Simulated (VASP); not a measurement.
Input of a VASP 6.6.1 run:

File INCAR:

```
SYSTEM = C
ALGO = Normal
EDIFF = 1E-6
ENCUT = 520
GGA = PS
ISIF = 2
ISMEAR = 0
IVDW = 12
LASPH = .TRUE.
LCHARG = .TRUE.
LELF = .TRUE.
LREAL = .FALSE.
LVHAR = .TRUE.
LWAVE = .FALSE.
NBANDS = 16
NELM = 80
PREC = Accurate
SIGMA = 0.15
```

File KPOINTS:

```
k-points
0
G
  21 21 8
  0 0 0
```

POSCAR

```
C
1.0
    2.5178916575      0.0000000000      0.0000000000
   -1.2589458288      2.1805581393      0.0000000000
    0.0000000000      0.0000000000      6.1204910410
C
4
Direct
    0.0000000000      0.0000000000      0.0025000000
    0.0000000000      0.0000000000      0.5025000000
    0.3333333333      0.6666666667      0.0025000000
    0.6666666667      0.3333333333      0.5025000000
```

Potentials or basis: VASP PAW PBE potentials, release 64 (C).

Command:

```sh
$ cat potpaw_PBE.64/C/POTCAR > POTCAR
$ mpirun -np 1 vasp_std > vasp.out
```

(1) Estimate the pressure.

(2) Estimate the band gap on the k mesh.

Results:

(1) -18.8 GPa.

(2) zero (band 8 reaches 5.05 eV, above the bottom of band 9 at 4.96 eV).

Caveat: the PAW data sets were made with another functional, which shifts forces and pressure a little.
